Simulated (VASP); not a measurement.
# Te2Mo (P6_3/mmc) in VASP: a series of runs

Te2Mo is run at these levels: RPBE+D3(BJ), PBE+D3(BJ), SVWN5, revPBE+D3(BJ); tasks: single point.

All numbers are computed with VASP 6.6.1; they aren't measurements. Logs are shortened: lines on timing, memory, paths and dates and some standing lists are left out, and cuts for length are marked.

**Measured values to compare with.**

“Broadband infrared study of pressure-tunable Fano resonance and metallization transition in 2H-MoTe2”, 2022, pmc:9569381 quotes, for a bulk crystal of Te2Mo at 300 K: band gap 0.88 ± 0.05 eV (indirect).

The runs below are set against these values where they give the same quantity.

**1. The cell of the first run**

The structure is hexagonal, space group P6_3/mmc (No. 194). Conventional cell: a = 3.141 Å, b = 3.141 Å, c = 12.572 Å, α = 90.00°, β = 90.00°, γ = 120.00°. Within 3.5 Å of Te (site symmetry 3m) lie 3 Mo at 2.62 Å and 9 Te at 3.10 to 3.14 Å. Within 3.5 Å of Mo (site symmetry -6m2) lie 6 Te at 2.62 Å and 6 Mo at 3.14 Å.

**2. Single point, RPBE+D3(BJ)**

Input file INCAR:

```
PREC = Accurate
ENCUT = 520
EDIFF = 1E-6
ISMEAR = -1
SIGMA = 0.05
LREAL = False
LASPH = True
NELM = 80
ALGO = Normal
ISIF = 2
LWAVE = False
LCHARG = False
GGA = RP
IVDW = 12
NBANDS = 35
```

Input file KPOINTS:

```
regular mesh
0
Gamma
  9 9 2
```

Input file POSCAR:

```
Te2Mo
1.0
    3.1408948626      0.0000000000      0.0000000000
   -1.5704474313      2.7200947416      0.0000000000
    0.0000000000      0.0000000000     12.5718007236
Te Mo
4 2
Direct
    0.6666666667      0.3333333333      0.4001533779
    0.3333333333      0.6666666667      0.9001533779
    0.6666666667      0.3333333333      0.0998466221
    0.3333333333      0.6666666667      0.5998466221
    0.6666666667      0.3333333333      0.7500000000
    0.3333333333      0.6666666667      0.2500000000
```

Potentials or basis: VASP PAW PBE potentials, release 64 (Te, Mo_sv).

Run with:

```console
> cat potpaw_PBE.64/Te/POTCAR potpaw_PBE.64/Mo_sv/POTCAR > POTCAR
> mpirun -np 1 vasp_std > vasp.out
```

OUTCAR:

```text
PREC = Accurate
   ENCUT = 520
   EDIFF = 1E-6
   ISMEAR = -1
   LREAL = False
   LASPH = True
   NELM = 80
   ISIF = 2
   GGA = RP
   IVDW = 12
 IVDW          = 12

 ion  position               nearest neighbor table
   1  0.667  0.333  0.400-   6 2.62   6 2.62   6 2.62   4 3.10   4 3.10   4 3.10
   2  0.333  0.667  0.900-   5 2.62   5 2.62   5 2.62   3 3.10   3 3.10   3 3.10
   3  0.667  0.333  0.100-   6 2.62   6 2.62   6 2.62   2 3.10   2 3.10   2 3.10
   4  0.333  0.667  0.600-   5 2.62   5 2.62   5 2.62   1 3.10   1 3.10   1 3.10
   5  0.667  0.333  0.750-   2 2.62   4 2.62   2 2.62   4 2.62   2 2.62   4 2.62
   6  0.333  0.667  0.250-   1 2.62   3 2.62   1 2.62   3 2.62   1 2.62   3 2.62

  LATTYP: Found a hexagonal cell.
 ALAT       =     3.1408948626
 C/A-ratio  =     4.0026174939

  Lattice vectors:

 A1 = (   3.1408948626,   0.0000000000,   0.0000000000)
 A2 = (  -1.5704474313,   2.7200947416,   0.0000000000)
 A3 = (   0.0000000000,   0.0000000000,  12.5718007236)

Analysis of symmetry for initial positions (statically):
=====================================================================
 Subroutine PRICEL returns:
 Original cell was already a primitive cell.

 Routine SETGRP: Setting up the symmetry group for a
 hexagonal supercell.

 Subroutine GETGRP returns: Found 24 space group operations
 (whereof 12 operations were pure point group operations)
 out of a pool of 24 trial point group operations.

The static configuration has the point symmetry D_3d.
 The point group associated with its full space group is D_6h.

Analysis of symmetry for dynamics (positions and initial velocities):
=====================================================================
 Subroutine PRICEL returns:
 Original cell was already a primitive cell.

 Routine SETGRP: Setting up the symmetry group for a
 hexagonal supercell.

 Subroutine GETGRP returns: Found 24 space group operations
 (whereof 12 operations were pure point group operations)
 out of a pool of 24 trial point group operations.

The dynamic configuration has the point symmetry D_3d.
 The point group associated with its full space group is D_6h.

 Subroutine INISYM returns: Found 24 space group operations
 (whereof 12 operations are pure point group operations),
 and found     1 'primitive' translations

----------------------------------------------------------------------------------------

                                     Primitive cell

  volume of cell :     107.4076

  direct lattice vectors                    reciprocal lattice vectors
     3.140894863  0.000000000  0.000000000     0.318380603  0.183817127  0.000000000
    -1.570447431  2.720094742  0.000000000     0.000000000  0.367634254  0.000000000
     0.000000000  0.000000000 12.571800724     0.000000000  0.000000000  0.079543100

  length of vectors
     3.140894863  3.140894863 12.571800724     0.367634254  0.367634254  0.079543100

  position of ions in fractional coordinates (direct lattice)
     0.666666667  0.333333333  0.400153378
     0.333333333  0.666666667  0.900153378
     0.666666667  0.333333333  0.099846622
     0.333333333  0.666666667  0.599846622
     0.666666667  0.333333333  0.750000000
     0.333333333  0.666666667  0.250000000

  ion indices of the primitive-cell ions
   primitive index   ion index
                 1           1
                 2           2
                 3           3
                 4           4
                 5           5
                 6           6

----------------------------------------------------------------------------------------

 KPOINTS: regular mesh

Automatic generation of k-mesh.
 Grid dimensions read from file:
 generate k-points for:    9    9    2

 Generating k-lattice:

  Cartesian coordinates                     Fractional coordinates (reciprocal lattice)
     0.035375623  0.020424125  0.000000000     0.111111111 -0.000000000  0.000000000
     0.000000000  0.040848250  0.000000000     0.000000000  0.111111111  0.000000000
     0.000000000  0.000000000  0.039771550     0.000000000  0.000000000  0.500000000

  Length of vectors
     0.040848250  0.040848250  0.039771550

  Shift w.r.t. Gamma in fractional coordinates (k-lattice)
     0.000000000  0.000000000  0.000000000

 Subroutine IBZKPT returns following result:
 ===========================================

 Found     24 irreducible k-points:

 Following reciprocal coordinates:
            Coordinates               Weight
  0.000000  0.000000  0.000000      1.000000
  0.111111 -0.000000  0.000000      6.000000
  0.222222  0.000000  0.000000      6.000000
  0.333333  0.000000  0.000000      6.000000
  0.444444  0.000000  0.000000      6.000000
  0.111111  0.111111  0.000000      6.000000
[... 16 lines left out ...]
  0.333333  0.222222  0.500000     12.000000
  0.333333  0.333333  0.500000      2.000000
   k-points           NKPTS =     24   k-points in BZ     NKDIM =     24   number of bands    NBANDS=     35
   number of dos      NEDOS =    301   number of ions     NIONS =      6
   total plane-waves  NPLWV =  55296
   dimension x,y,z NGX =    24 NGY =   24 NGZ =   96
   dimension x,y,z NGXF=    48 NGYF=   48 NGZF=  192
   ions per type =               4   2
   NGX,Y,Z   is equivalent  to a cutoff of  12.70, 12.70, 12.69 a.u.
   NGXF,Y,Z  is equivalent  to a cutoff of  25.41, 25.41, 25.39 a.u.
 SYSTEM =  unknown system
   PREC   = accura    normal or accurate (medium, high low for compatibility)
   ISTART =      0    job   : 0-new  1-cont  2-samecut
   ICHARG =      2    charge: 1-file 2-atom 10-const
   ISPIN  =      1    spin polarized calculation?
   LNONCOLLINEAR =      F non collinear calculations
   LSORBIT =      F    spin-orbit coupling
   LASPH  =      T    aspherical Exc in radial PAW
   ENCUT  =  520.0 eV  38.22 Ry    6.18 a.u.   5.84  5.84 23.38*2*pi/ulx,y,z
   NELM   =     80;   NELMIN=  2; NELMDL= -5     # of ELM steps
   EDIFF  = 0.1E-05   stopping-criterion for ELM
   LREAL  =      F    real-space projection
   EDIFFG = 0.1E-04   stopping-criterion for IOM
   NSW    =      0    number of steps for IOM
   IBRION =     -1    ionic relax: 0-MD 1-quasi-New 2-CG
   NFREE  =      0    steps in history (QN), initial steepest desc. (CG)
   ISIF   =      2    stress and relaxation
   ISYM   =      2    0-nonsym 1-usesym 2-fastsym
   POTIM  = 0.5000    time-step for ionic-motion
   TEBEG  =    0.0;   TEEND  =   0.0 temperature during run
   PSTRESS=    0.0 pullay stress
   NELECT =      52.0000    total number of electrons
   NUPDOWN=      -1.0000    fix difference up-down
   EMIN   =  10.00;   EMAX   =-10.00  energy-range for DOS
   EFERMI =   0.00;   METHOD = LEGACY
   ISMEAR =    -1;   SIGMA  =   0.05  broadening in eV -4-tet -1-fermi 0-gaus
   EFERMI_NEDOS =   21; number of points for ismear=-14 and -15
   IALGO  =     38    algorithm
   IMIX   =      4    mixing-type and parameters
     AMIX     =   0.40;   BMIX     =  1.00
     AMIX_MAG =   1.60;   BMIX_MAG =  1.00
  volume/ion in A,a.u.               =      17.90       120.80
  Fermi-wavevector in a.u.,A,eV,Ry     =   1.285477  2.429199 22.482962  1.652451
  Thomas-Fermi vector in A             =   2.417609
   LORBIT       =      0    0 simple, 1 ext, 2 COOP (PROOUT), +10 PAW based schemes
   GGA     = RP    functional components
   LHFCALC =     F    Hartree Fock is set to
   AEXX    =    0.0000 exact exchange contribution
   IVDW    =    12    specifies the selected vdW correction
   LEPSILON=     F    determine dielectric tensor
   LRPA    =     F    only Hartree local field effects (RPA)
 non-spin polarized calculation
  energy-cutoff  :      520.00
  volume of cell :      107.41
 maximum number of plane-waves:      2922
 NGX is ok and might be reduce to    24
   NGX = 11   NGY = 11   NGZ = 47

 number of electron      52.0000005 magnetization

 Free energy of the ion-electron system (eV)
  ---------------------------------------------------
  ext. energy  EPLUGINS =         0.00000000
  ---------------------------------------------------
  free energy    TOTEN  =       -28.52851072 eV

  energy without entropy =      -28.51592698  energy(sigma->0) =      -28.52221885

 E-fermi :  13.7936     XC(G=0): -12.2601

 val. band max:       13.7718262751   @ k =   0.2222   0.2222   0.0000
 cond. band min:      13.9510874667   @ k =   0.2222   0.1111   0.0000
 fundamental gap:      0.1792611917
 Fermi energy:        13.7936144008

 k-point     1 :       0.0000    0.0000    0.0000
  band No.  band energies     occupation
      1     -47.0840      2.00000
      2     -47.0840      2.00000
      3     -21.4953      2.00000
      4     -21.4949      2.00000
      5     -21.0126      2.00000
      6     -21.0126      2.00000
[... 27 lines left out ...]
     34      18.5546      0.00000
     35      21.1643      0.00000

 k-point     2 :       0.1111   -0.0000    0.0000
  band No.  band energies     occupation
      1     -47.0786      2.00000
      2     -47.0786      2.00000
      3     -21.4839      2.00000
      4     -21.4836      2.00000
      5     -21.0636      2.00000
      6     -21.0636      2.00000
[... 27 lines left out ...]
     34      18.3495      0.00000
     35      20.3236      0.00000

 k-point     3 :       0.2222    0.0000    0.0000
  band No.  band energies     occupation
      1     -47.0651      2.00000
      2     -47.0650      2.00000
      3     -21.4549      2.00000
      4     -21.4547      2.00000
      5     -21.1911      2.00000
      6     -21.1911      2.00000
[... 27 lines left out ...]
     34      18.6158      0.00000
     35      19.3616      0.00000
[... 723 lines left out ...]
 k-point    23 :       0.3333    0.2222    0.5000
  band No.  band energies     occupation
      1     -47.0349      2.00000
      2     -47.0349      2.00000
      3     -21.3908      2.00000
      4     -21.3908      2.00000
      5     -21.3726      2.00000
      6     -21.3726      2.00000
[... 27 lines left out ...]
     34      18.0644      0.00000
     35      19.5401      0.00000

 k-point    24 :       0.3333    0.3333    0.5000
  band No.  band energies     occupation
      1     -47.0322      2.00000
      2     -47.0322      2.00000
      3     -21.3851      2.00000
      4     -21.3851      2.00000
      5     -21.3256      2.00000
      6     -21.3256      2.00000
[... 27 lines left out ...]
     34      17.8888      0.00000
     35      19.2966      0.00000

------------------------ aborting loop because EDIFF is reached ----------------------------------------

 Edisp (eV)  -24.21095

 E6    (eV) :    -7.8475

 E8    (eV) :   -16.3635

  FORCE on cell =-STRESS in cart. coord.  units (eV):
  Direction    XX          YY          ZZ          XY          YZ          ZX
  --------------------------------------------------------------------------------------
  -------------------------------------------------------------------------------------
  Total      -0.10950    -0.10950    -0.14352     0.00000     0.00000    -0.00000
  in kB      -1.63340    -1.63340    -2.14089     0.00000     0.00000    -0.00000
  external pressure =       -1.80 kB  Pullay stress =        0.00 kB

 VOLUME and BASIS-vectors are now :
 -----------------------------------------------------------------------------
  energy-cutoff  :      520.00
  volume of cell :      107.41
      direct lattice vectors                 reciprocal lattice vectors
     3.140894863  0.000000000  0.000000000     0.318380603  0.183817127  0.000000000
    -1.570447431  2.720094742  0.000000000     0.000000000  0.367634254  0.000000000
     0.000000000  0.000000000 12.571800724     0.000000000  0.000000000  0.079543100

 POSITION                                       TOTAL-FORCE (eV/Angst)
 -----------------------------------------------------------------------------------
      1.57045      0.90670      5.03065        -0.000000     -0.000000      0.016485
     -0.00000      1.81340     11.31655         0.000000     -0.000000      0.016485
      1.57045      0.90670      1.25525        -0.000000     -0.000000     -0.016485
     -0.00000      1.81340      7.54115        -0.000000     -0.000000     -0.016485
      1.57045      0.90670      9.42885        -0.000000      0.000000      0.000000
     -0.00000      1.81340      3.14295         0.000000     -0.000000      0.000000
 -----------------------------------------------------------------------------------
    total drift:                                0.000000     -0.000000      0.000000

  FREE ENERGIE OF THE ION-ELECTRON SYSTEM (eV)
  ---------------------------------------------------
  free  energy   TOTEN  =       -52.7394649178 eV

  energy  without entropy=      -52.7268811782  energy(sigma->0) =      -52.73317305
```

Run time: 53 s. Hardware: 1 thread of Intel Xeon 6975P-C (Granite Rapids), shared host; peak memory 0.27 GiB.

Results:

```yaml
Free_energy: -52.7395 eV
Pressure: -0.2 GPa
Largest_force: 0.016 eV/Å
Band_gap_on_the_k_mesh: zero (band 26 reaches 14.33 eV, above the bottom of band 27 at 13.42 eV)
Dispersion_energy_per_atom: -4.035 eV
```

Forces on the atoms (eV/Å):
```
Te   0.000  0.000  0.016
Te   0.000  0.000  0.016
Te   0.000  0.000 -0.016
Te   0.000  0.000 -0.016
Mo   0.000  0.000  0.000
Mo   0.000  0.000  0.000
```

Caveat: the PAW data sets were made with another functional, which shifts forces and pressure a little; spin-orbit coupling is left out, which moves the levels of the heavy elements; pairwise dispersion overbinds metals, which lowers pressure and volume.

(Part 1 of 2 ends here.)
